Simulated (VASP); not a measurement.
I:

```
CELL_PARAMETERS angstrom
2.53835 -3.70662 0.00000
2.53835 3.70662 0.00000
-1.62087 0.00000 2.38110
ATOMIC_POSITIONS crystal
I 0.50000 0.50000 0.50000
```

| Property | Result |
| --- | --- |
| Program | VASP 6.6.1 |
| Task | relaxation of cell and atoms |
| Functional | PBEsol |
| Potentials or basis | VASP PAW PBE potentials, release 64 (I) |
| Cutoff | 600 eV |
| k mesh | 7 × 7 × 11 |
| Occupations | fermi-dirac, width 0.05 eV |
| Spin | no spin polarisation |

At the start: pressure -0.4 GPa; volume 44.81 Å³/atom.

**Question.** Where does the relaxation end?

**Answer.** Over 55 steps the energy falls by 70.2 meV/atom and the volume is 38.06 Å³/atom (-15.1 %); space group Immm (No. 71, to 0.1 Å) before, C2/m (No. 12, to 0.1 Å).

Step by step:
```
step  energy change (eV)  largest force (eV/Å)  pressure (GPa)  volume (Å³)
   1              0.0000                0.0000           -0.40        44.81
   3             -0.0019                0.0000            0.12        43.61
   5             -0.0047                0.0000            0.12        42.78
   7             -0.0172                0.0000            0.47        39.12
   9             -0.0240                0.0000            0.95        37.23
  11             -0.0278                0.0000            1.57        35.61
  13             -0.0332                0.0000            2.21        33.84
  15             -0.0335                0.0000            2.35        33.66
  17             -0.0527                0.0000            0.77        34.65
  19             -0.0533                0.0000            0.51        34.84
  21             -0.0606                0.0000            0.34        35.56
  23             -0.0664                0.0000            0.13        38.78
  25             -0.0678                0.0000            0.13        37.64
  27             -0.0679                0.0000            0.00        37.78
  29             -0.0679                0.0000            0.00        37.78
  31             -0.0679                0.0000            0.02        37.79
  33             -0.0680                0.0000            0.05        37.79
  35             -0.0680                0.0000            0.04        37.80
  37             -0.0680                0.0000            0.05        37.80
  39             -0.0681                0.0000            0.06        37.83
  41             -0.0689                0.0000            0.07        37.93
  43             -0.0689                0.0000            0.07        37.95
  45             -0.0690                0.0000            0.06        37.96
  47             -0.0690                0.0000            0.03        38.01
  49             -0.0690                0.0000            0.04        37.99
  51             -0.0694                0.0000            0.03        38.00
  53             -0.0701                0.0000            0.00        38.04
  55             -0.0702                0.0000            0.00        38.06
```

Final structure:
```yaml
crystal:
  lattice:
    - [2.34765, -3.79852, -0.40033]
    - [2.34765, 3.79852, -0.40033]
    - [-1.90990, 0.00000, 2.45954]
  atoms:
    - { symbol: I, position: [0.50000, 0.50000, 0.50000] }
```

Caveat: the volume moved by over 15 % at a fixed basis, so the end points are rough; the PAW data sets were made with another functional, which shifts forces and pressure a little; an odd number of electrons without spin polarisation forces a metal; a magnetic or distorted state may lie lower.
